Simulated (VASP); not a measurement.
# SiB5 in VASP: notebook

The runs below take SiB5 through single point, relaxation of cell and atoms, with PBE.

All numbers are computed with VASP 6.6.1; they aren't measurements. Logs are shortened: lines on timing, memory, paths and dates and some standing lists are left out, and cuts for length are marked.

## (1) The cell of the first run

Symmetry: C2/m, No. 12, monoclinic system. Conventional cell: a = 8.632 Å, b = 5.981 Å, c = 5.154 Å, α = 90.00°, β = 125.66°, γ = 90.00°. Si (site symmetry m) has 7 B at 2.09 to 2.18 Å within 2.8 Å. Within 2.2 Å of B (site symmetry m) lie 5 B at 1.69 to 1.80 Å and 1 Si at 2.16 Å. B (site symmetry 1) has 5 B at 1.72 to 1.93 Å and 1 Si at 2.18 Å within 2.3 Å. Within 2.3 Å of B (site symmetry 1) lie 4 B at 1.70 to 1.83 Å and 2 Si at 2.09 to 2.11 Å.

## (2) Single point, PBE

Input file INCAR:

```
PREC     = Accurate       # precision mode
ENCUT    = 520            # plane-wave cutoff, eV
EDIFF    = 1E-6           # SCF threshold, eV
ISMEAR   = 0              # smearing method
SIGMA    = 0.2            # smearing width, eV
LREAL    = F              # projectors in reciprocal space
LASPH    = T              # aspherical terms in the spheres
NELM     = 100            # most SCF steps
ALGO     = Normal         # electronic algorithm
ISIF     = 2              # what is computed and relaxed
LWAVE    = F              # write WAVECAR
LCHARG   = F              # write CHGCAR
GGA      = PE             # functional
NBANDS   = 31             # bands
```

Input file KPOINTS:

```
regular mesh
0
Gamma
  4 4 4
```

Input file POSCAR:

```
SiB5
1.0
    4.3157106690     -2.9902985416     -0.0654821392
    4.3157106690      2.9902985416     -0.0654821392
   -2.9402860535      0.0000000000      4.2326220906
Si B
2 10
Direct
    0.7136014356      0.7136014356      0.8970304666
    0.2863985644      0.2863985644      0.1029695334
    0.0011363237      0.0011363237      0.6646991170
    0.9988636763      0.9988636763      0.3353008830
    1.0140204856      0.3373858318      0.3425933771
   -0.0140204856      0.6626141682      0.6574066229
    0.6626141682     -0.0140204856      0.6574066229
    0.3373858318      1.0140204856      0.3425933771
    0.8282219202      0.3005317015      0.9235207398
    0.3005317015      0.8282219202      0.9235207398
    0.6994682985      0.1717780798      0.0764792602
    0.1717780798      0.6994682985      0.0764792602
```

Potentials or basis: VASP PAW PBE potentials, release 64 (Si, B).

Launch:

```sh
$ cat potpaw_PBE.64/Si/POTCAR potpaw_PBE.64/B/POTCAR > POTCAR
$ mpirun -np 1 vasp_std > vasp.out
```

OUTCAR:

```text
PREC = Accurate
   ENCUT = 520
   EDIFF = 1E-6
   ISMEAR = 0
   LREAL = F
   LASPH = T
   NELM = 100
   ISIF = 2
   GGA = PE

 ion  position               nearest neighbor table
   1  0.714  0.714  0.897-   9 2.09  10 2.09  11 2.11  12 2.11   4 2.16   6 2.18   7 2.18   2 3.11
                             2 3.11
   2  0.286  0.286  0.103-  11 2.09  12 2.09   9 2.11  10 2.11   3 2.16   5 2.18   8 2.18   1 3.11
                             1 3.11
   3  0.001  0.001  0.665-   4 1.69   6 1.79   7 1.79   9 1.80  10 1.80   2 2.16
   4  0.999  0.999  0.335-   3 1.69   5 1.79   8 1.79  11 1.80  12 1.80   1 2.16
   5  0.014  0.337  0.343-   6 1.72  11 1.75   4 1.79   9 1.83   8 1.93   2 2.18
   6  0.986  0.663  0.657-   5 1.72  10 1.75   3 1.79  12 1.83   7 1.93   1 2.18
   7  0.663  0.986  0.657-   8 1.72   9 1.75   3 1.79  11 1.83   6 1.93   1 2.18
   8  0.337  0.014  0.343-   7 1.72  12 1.75   4 1.79  10 1.83   5 1.93   2 2.18
   9  0.828  0.301  0.924-  11 1.70   7 1.75   3 1.80   5 1.83   1 2.09   2 2.11
  10  0.301  0.828  0.924-  12 1.70   6 1.75   3 1.80   8 1.83   1 2.09   2 2.11
  11  0.699  0.172  0.076-   9 1.70   5 1.75   4 1.80   7 1.83   2 2.09   1 2.11
  12  0.172  0.699  0.076-  10 1.70   8 1.75   4 1.80   6 1.83   2 2.09   1 2.11

  LATTYP: Found a base centered monoclinic cell.
 ALAT       =     8.6324148392
 B/A-ratio  =     0.6928069601
 C/A-ratio  =     0.5970143537
 COS(beta)  =    -0.5829163412

  Lattice vectors:

 A1 = (   4.3157106690,  -2.9902985416,  -0.0654821392)
 A2 = (   4.3157106690,   2.9902985416,  -0.0654821392)
 A3 = (  -2.9402860535,   0.0000000000,   4.2326220906)

Analysis of symmetry for initial positions (statically):
=====================================================================
 Subroutine PRICEL returns:
 Original cell was already a primitive cell.

 Routine SETGRP: Setting up the symmetry group for a
 base centered monoclinic supercell.

 Subroutine GETGRP returns: Found  4 space group operations
 (whereof  4 operations were pure point group operations)
 out of a pool of  4 trial point group operations.

The static configuration has the point symmetry C_2h.

Analysis of symmetry for dynamics (positions and initial velocities):
=====================================================================
 Subroutine PRICEL returns:
 Original cell was already a primitive cell.

 Routine SETGRP: Setting up the symmetry group for a
 base centered monoclinic supercell.

 Subroutine GETGRP returns: Found  4 space group operations
 (whereof  4 operations were pure point group operations)
 out of a pool of  4 trial point group operations.

The dynamic configuration has the point symmetry C_2h.

 Subroutine INISYM returns: Found  4 space group operations
 (whereof  4 operations are pure point group operations),
 and found     1 'primitive' translations

----------------------------------------------------------------------------------------

                                     Primitive cell

  volume of cell :     108.0947

  direct lattice vectors                    reciprocal lattice vectors
     4.315710669 -2.990298542 -0.065482139     0.117089930 -0.167207385  0.081339151
     4.315710669  2.990298542 -0.065482139     0.117089930  0.167207385  0.081339151
    -2.940286053  0.000000000  4.232622091     0.003622955  0.000000000  0.238776933

  length of vectors
     5.250860106  5.250860106  5.153675566     0.219737159  0.219737159  0.238804417

  position of ions in fractional coordinates (direct lattice)
     0.713601436  0.713601436  0.897030467
     0.286398564  0.286398564  0.102969533
     0.001136324  0.001136324  0.664699117
     0.998863676  0.998863676  0.335300883
     0.014020486  0.337385832  0.342593377
     0.985979514  0.662614168  0.657406623
     0.662614168  0.985979514  0.657406623
     0.337385832  0.014020486  0.342593377
     0.828221920  0.300531701  0.923520740
     0.300531701  0.828221920  0.923520740
     0.699468299  0.171778080  0.076479260
     0.171778080  0.699468299  0.076479260

  ion indices of the primitive-cell ions
   primitive index   ion index
                 1           1
                 2           2
                 3           3
                 4           4
                 5           5
                 6           6
                 7           7
                 8           8
                 9           9
                10          10
                11          11
                12          12

----------------------------------------------------------------------------------------

 KPOINTS: regular mesh

Automatic generation of k-mesh.
 Grid dimensions read from file:
 generate k-points for:    4    4    4

 Generating k-lattice:

  Cartesian coordinates                     Fractional coordinates (reciprocal lattice)
     0.029272483 -0.041801846  0.020334788     0.250000000  0.000000000  0.000000000
     0.029272483  0.041801846  0.020334788     0.000000000  0.250000000  0.000000000
     0.000905739  0.000000000  0.059694233     0.000000000  0.000000000  0.250000000

  Length of vectors
     0.054934290  0.054934290  0.059701104

  Shift w.r.t. Gamma in fractional coordinates (k-lattice)
     0.000000000  0.000000000  0.000000000

 Subroutine IBZKPT returns following result:
 ===========================================

 Found     24 irreducible k-points:

 Following reciprocal coordinates:
            Coordinates               Weight
  0.000000  0.000000  0.000000      1.000000
  0.250000 -0.000000  0.000000      4.000000
  0.500000 -0.000000  0.000000      2.000000
  0.250000  0.250000  0.000000      2.000000
  0.500000  0.250000  0.000000      4.000000
 -0.250000  0.250000  0.000000      2.000000
[... 16 lines left out ...]
 -0.250000  0.250000  0.500000      2.000000
  0.500000  0.500000  0.500000      1.000000
   k-points           NKPTS =     24   k-points in BZ     NKDIM =     24   number of bands    NBANDS=     31
   number of dos      NEDOS =    301   number of ions     NIONS =     12
   total plane-waves  NPLWV =  64000
   dimension x,y,z NGX =    40 NGY =   40 NGZ =   40
   dimension x,y,z NGXF=    80 NGYF=   80 NGZF=   80
   ions per type =               2  10
   NGX,Y,Z   is equivalent  to a cutoff of  12.66, 12.66, 12.90 a.u.
   NGXF,Y,Z  is equivalent  to a cutoff of  25.33, 25.33, 25.81 a.u.
 SYSTEM =  unknown system
   PREC   = accura    normal or accurate (medium, high low for compatibility)
   ISTART =      0    job   : 0-new  1-cont  2-samecut
   ICHARG =      2    charge: 1-file 2-atom 10-const
   ISPIN  =      1    spin polarized calculation?
   LNONCOLLINEAR =      F non collinear calculations
   LSORBIT =      F    spin-orbit coupling
   LASPH  =      T    aspherical Exc in radial PAW
   ENCUT  =  520.0 eV  38.22 Ry    6.18 a.u.   9.76  9.76  9.58*2*pi/ulx,y,z
   NELM   =    100;   NELMIN=  2; NELMDL= -5     # of ELM steps
   EDIFF  = 0.1E-05   stopping-criterion for ELM
   LREAL  =      F    real-space projection
   EDIFFG = 0.1E-04   stopping-criterion for IOM
   NSW    =      0    number of steps for IOM
   IBRION =     -1    ionic relax: 0-MD 1-quasi-New 2-CG
   NFREE  =      0    steps in history (QN), initial steepest desc. (CG)
   ISIF   =      2    stress and relaxation
   ISYM   =      2    0-nonsym 1-usesym 2-fastsym
   POTIM  = 0.5000    time-step for ionic-motion
   TEBEG  =    0.0;   TEEND  =   0.0 temperature during run
   PSTRESS=    0.0 pullay stress
   NELECT =      38.0000    total number of electrons
   NUPDOWN=      -1.0000    fix difference up-down
   EMIN   =  10.00;   EMAX   =-10.00  energy-range for DOS
   EFERMI =   0.00;   METHOD = LEGACY
   ISMEAR =     0;   SIGMA  =   0.20  broadening in eV -4-tet -1-fermi 0-gaus
   EFERMI_NEDOS =   21; number of points for ismear=-14 and -15
   IALGO  =     38    algorithm
   IMIX   =      4    mixing-type and parameters
     AMIX     =   0.40;   BMIX     =  1.00
     AMIX_MAG =   1.60;   BMIX_MAG =  1.00
  volume/ion in A,a.u.               =       9.01        60.79
  Fermi-wavevector in a.u.,A,eV,Ry     =   1.155406  2.183400 18.163267  1.334962
  Thomas-Fermi vector in A             =   2.292035
   LORBIT       =      0    0 simple, 1 ext, 2 COOP (PROOUT), +10 PAW based schemes
   GGA     = PE    functional components
   LHFCALC =     F    Hartree Fock is set to
   AEXX    =    0.0000 exact exchange contribution
   IVDW    =     0    specifies the selected vdW correction
   LEPSILON=     F    determine dielectric tensor
   LRPA    =     F    only Hartree local field effects (RPA)
 non-spin polarized calculation
 Gauss-broadening in eV      SIGMA  =   0.20
  energy-cutoff  :      520.00
  volume of cell :      108.09
 maximum number of plane-waves:      2922
   NGX = 19   NGY = 19   NGZ = 19

 number of electron      38.0000000 magnetization

 Free energy of the ion-electron system (eV)
  ---------------------------------------------------
  ext. energy  EPLUGINS =         0.00000000
  ---------------------------------------------------
  free energy    TOTEN  =       -76.47604342 eV

  energy without entropy =      -76.44196549  energy(sigma->0) =      -76.45900446

 E-fermi :   6.1147     XC(G=0): -11.0531

 val. band max:        6.0685044517   @ k =   0.5000  -0.0000   0.2500
 cond. band min:       6.1187405326   @ k =   0.5000  -0.0000   0.0000
 fundamental gap:      0.0502360809
 Fermi energy:         6.1147248806

 k-point     1 :       0.0000    0.0000    0.0000
  band No.  band energies     occupation
      1      -9.1146      2.00000
      2      -4.4493      2.00000
      3      -4.0117      2.00000
      4      -3.5960      2.00000
      5      -2.6058      2.00000
      6      -2.3636      2.00000
[... 23 lines left out ...]
     30      13.5421      0.00000
     31      14.8550      0.00000
[... 751 lines left out ...]
      1      -8.1977      2.00000
      2      -6.4982      2.00000
      3      -4.9065      2.00000
      4      -4.3691      2.00000
      5      -2.6228      2.00000
      6      -2.4369      2.00000
[... 23 lines left out ...]
     30      13.0302      0.00000
     31      13.1511      0.00000

------------------------ aborting loop because EDIFF is reached ----------------------------------------

  FORCE on cell =-STRESS in cart. coord.  units (eV):
  Direction    XX          YY          ZZ          XY          YZ          ZX
  --------------------------------------------------------------------------------------
  -------------------------------------------------------------------------------------
  Total        0.3525167     -0.2249718      0.2637239      0.0000000      0.0000000     -0.1634343
  in kB        5.2249934     -3.3345263      3.9089099      0.0000000      0.0000000     -2.4224190
  external PRESSURE =       1.9331256 kB  Pullay stress =       0.0000000 kB

 VOLUME and BASIS-vectors are now :
 -----------------------------------------------------------------------------
  energy-cutoff  :      520.00
  volume of cell :      108.09
      direct lattice vectors                 reciprocal lattice vectors
     4.315710669 -2.990298542 -0.065482139     0.117089930 -0.167207385  0.081339151
     4.315710669  2.990298542 -0.065482139     0.117089930  0.167207385  0.081339151
    -2.940286053  0.000000000  4.232622091     0.003622955  0.000000000  0.238776933

 POSITION                                       TOTAL-FORCE (eV/Angst)
 -----------------------------------------------------------------------------------
      3.52187      0.00000      3.70333        -0.034000     -0.000000     -0.014218
      2.16927      0.00000      0.39832         0.034000     -0.000000      0.014218
     -1.94460      0.00000      2.81327        -0.018780     -0.000000      0.010011
      7.63573      0.00000      1.28839         0.018780     -0.000000     -0.010011
      0.50925      0.96696      1.42706         0.001711     -0.061043      0.006301
      5.18189     -0.96696      2.67460        -0.001711      0.061043     -0.006301
      5.18189      0.96696      2.67460        -0.001711     -0.061043     -0.006301
      0.50925     -0.96696      1.42706         0.001711      0.061043      0.006301
      2.15596     -1.57795      3.83500         0.070930      0.082693      0.003282
      2.15596      1.57795      3.83500         0.070930     -0.082693      0.003282
      3.53518     -1.57795      0.26666        -0.070930      0.082693     -0.003282
      3.53518      1.57795      0.26666        -0.070930     -0.082693     -0.003282
 -----------------------------------------------------------------------------------
    total drift:                                0.000000      0.000000      0.000000

  FREE ENERGIE OF THE ION-ELECTRON SYSTEM (eV)
  ---------------------------------------------------
  free  energy   TOTEN  =       -76.4760434236 eV

  energy  without entropy=      -76.4419654867  energy(sigma->0) =      -76.45900446
```

It took 73 s on 1 thread of Oxide Virtual Turin-like, shared host; peak memory 0.22 GiB.

What came out:

```
Free energy            : -76.4760 eV
Pressure               : 0.2 GPa
Largest force          : 0.109 eV/Å
Band gap on the k mesh : zero (band 19 reaches 6.64 eV, above the bottom of band 20 at 6.03 eV)
```

Forces on the atoms (eV/Å):
```
Si  -0.034  0.000 -0.014
Si   0.034  0.000  0.014
B   -0.019  0.000  0.010
B    0.019  0.000 -0.010
B    0.002 -0.061  0.006
B   -0.002  0.061 -0.006
B   -0.002 -0.061 -0.006
B    0.002  0.061  0.006
B    0.071  0.083  0.003
B    0.071 -0.083  0.003
B   -0.071  0.083 -0.003
B   -0.071 -0.083 -0.003
```

Caveat: the k points lie up to 0.38 Å⁻¹ apart.

## (3) Single point, PBE

Input file INCAR:

```
SYSTEM = SiB5
PREC = Accurate ; ENCUT = 520
EDIFF = 1E-7 ; ISMEAR = 0
SIGMA = 0.2 ; LREAL = .False.
LASPH = .True. ; NELM = 60
ALGO = Normal ; ISIF = 2
LWAVE = .False. ; LCHARG = .False.
GGA = PE ; NBANDS = 31
```

Input file KPOINTS:

```
regular mesh
0
Gamma
  6 6 6
  0 0 0
```

Input file POSCAR:

```
SiB5
1.0
   -3.0086358373      0.0000000000      4.1920481327
   -4.3197172783      2.9870820708      0.0020936224
   -4.3197172783     -2.9870820708      0.0020936224
Si B
2 10
Direct
    0.8968445708      0.2864198384      0.2864198384
    0.1031554292      0.7135801616      0.7135801616
    0.6645992457      0.9990274301      0.9990274301
    0.3354007543      0.0009725699      0.0009725699
    0.3427230040      0.9856272799      0.6629454568
    0.6572769960      0.0143727201      0.3370545432
    0.6572769960      0.3370545432      0.0143727201
    0.3427230040      0.6629454568      0.9856272799
    0.9236112926      0.1722558069      0.6988135633
    0.9236112926      0.6988135633      0.1722558069
    0.0763887074      0.3011864367      0.8277441931
    0.0763887074      0.8277441931      0.3011864367
```

Potentials or basis: VASP PAW PBE potentials, release 64 (Si, B).

Launch:

```sh
$ cat potpaw_PBE.64/Si/POTCAR potpaw_PBE.64/B/POTCAR > POTCAR
$ mpirun -np 1 vasp_std > vasp.out
```

It took 4.1 min on 1 thread of Oxide Virtual Turin-like, shared host; peak memory 0.3 GiB.

The run converged. Its results:

| Property | Result |
| --- | --- |
| Free energy | -76.4644 eV |
| Pressure | 0.0 GPa |
| Largest force | 0.017 eV/Å |
| Band gap on the k mesh | zero (band 19 reaches 6.64 eV, above the bottom of band 20 at 6.02 eV) |

Forces in eV/Å, atoms in the order of the input:
```
Si   0.005  0.000  0.005
Si  -0.005  0.000 -0.005
B    0.010  0.000  0.000
B   -0.010  0.000  0.000
B    0.009  0.002  0.003
B   -0.009 -0.002 -0.003
B   -0.009  0.002 -0.003
B    0.009 -0.002  0.003
B    0.008  0.015  0.004
B    0.008 -0.015  0.004
B   -0.008  0.015 -0.004
B   -0.008 -0.015 -0.004
```

Stress tensor (GPa, compression positive):
```
 0.01  0.00  0.01
 0.00  0.03  0.00
 0.01  0.00 -0.05
```

Levels at points of the mesh, in eV from the Fermi level:
```csv
k point,band 15,band 16,band 17,band 18,band 19,band 20,band 21,band 22,band 23,band 24
"(0.00, 0.00, 0.00)",-1.90,-1.82,-1.43,-0.63,0.06,0.40,1.85,3.80,5.08,5.50
"(0.50, 0.00, 0.00)",-2.49,-2.04,-1.43,-1.21,0.48,0.69,2.79,3.06,3.15,4.35
"(0.00, 0.50, 0.00)",-2.91,-2.49,-1.98,-0.86,-0.21,-0.05,2.33,3.09,3.11,4.19
"(0.50, 0.50, 0.00)",-2.94,-2.88,-2.64,-1.70,-0.54,-0.14,1.85,2.50,3.50,4.43
"(0.00, 0.50, 0.50)",-2.83,-2.27,-2.25,-2.10,-0.01,0.23,2.20,2.61,2.97,4.11
"(0.50, 0.50, 0.50)",-2.61,-1.88,-1.84,-1.09,-0.28,0.02,2.52,3.66,3.68,3.83
```

(Part 1 of 2 ends here.)
